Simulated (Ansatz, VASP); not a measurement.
## One calculation of Ge, two programs

```
Ge
1.0
     0.02128    2.83687    2.83687
     2.83687    0.02128    2.83687
     2.85815    2.85815    0.00000
Ge
2
Direct
  0.00093 0.00093 0.99907
  0.24907 0.24907 0.25093
```

Change from the starting cell: shear_xy strain +1.5%.

Alike in both runs: task single point; functional r2SCAN; k mesh 8 × 8 × 8; occupations fermi-dirac, width 0.02 eV; no spin polarisation.

|  | VASP | Ansatz |
| --- | --- | --- |
| version | VASP 6.6.1 | Ansatz 0.2.0 |
| potentials or method | VASP PAW PBE potentials, release 64 (Ge_d) | plane waves, PAW |
| plane-wave cutoff (eV) | 520 | 500 |
| valence electrons in the cell | 28 | 28 |

|  | VASP | Ansatz | Ansatz less VASP |
| --- | --- | --- | --- |
| pressure (GPa) | 0.1 | 0.0 | -0.05 |
| traceless stress, the component that is largest in VASP (GPa) | -0.99 | -1.00 | -0.014 |

VASP's potentials were made for PBE, not for r2SCAN.
